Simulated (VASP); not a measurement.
Input of a VASP 6.6.1 run:

Contents of POSCAR:

```
Sn
1.0
   -1.5984224431      1.6018165354      2.2505827986
    1.7012870393     -1.7011108340      2.4179115998
    1.7067249853      1.8059207885     -2.3355130513
Sn
1
Direct
    0.0000000000      0.0000000000      0.0000000000
```

File INCAR.step1:

```
PREC = Accurate
ENCUT = 520
EDIFF = 1E-5
ISMEAR = -1
SIGMA = 0.05
LREAL = F
LASPH = T
NELM = 100
ALGO = Normal
ISIF = 2
LWAVE = T
LCHARG = F
NBANDS = 13
GGA = PE
```

The input INCAR.step2:

```
PREC = Accurate
ENCUT = 520
EDIFF = 1E-7
ISMEAR = -1
SIGMA = 0.05
LREAL = F
LASPH = T
NELM = 100
ALGO = Normal
ISIF = 2
LWAVE = F
LCHARG = F
GGA = PE
LHFCALC = T
HFSCREEN = 0.2079
PRECFOCK = Normal
NBANDS = 13
ISTART = 1
```

File KPOINTS:

```
Automatic mesh
0
Gamma
  5 5 5
```

Potentials or basis: VASP PAW PBE potentials, release 64 (Sn_d).

Command:

```sh
$ cat potpaw_PBE.64/Sn_d/POTCAR > POTCAR
$ cp INCAR.step1 INCAR
$ mpirun -np 1 vasp_std > vasp.out
$ cp INCAR.step2 INCAR
$ mpirun -np 1 vasp_std > vasp.out
```

Question: What does it give for the band gap on the k mesh?

Answer: Zero (bands 7 and 8 overlap by 9.05 eV).

Question: Predict the pressure.

Answer: 0.0 GPa.

Caveat: the k points lie up to 0.47 Å⁻¹ apart, too coarse for converged energies and pressures of a metal; the PAW data sets were made with another functional, which shifts forces and pressure a little; spin-orbit coupling is left out, which moves the levels of the heavy elements.
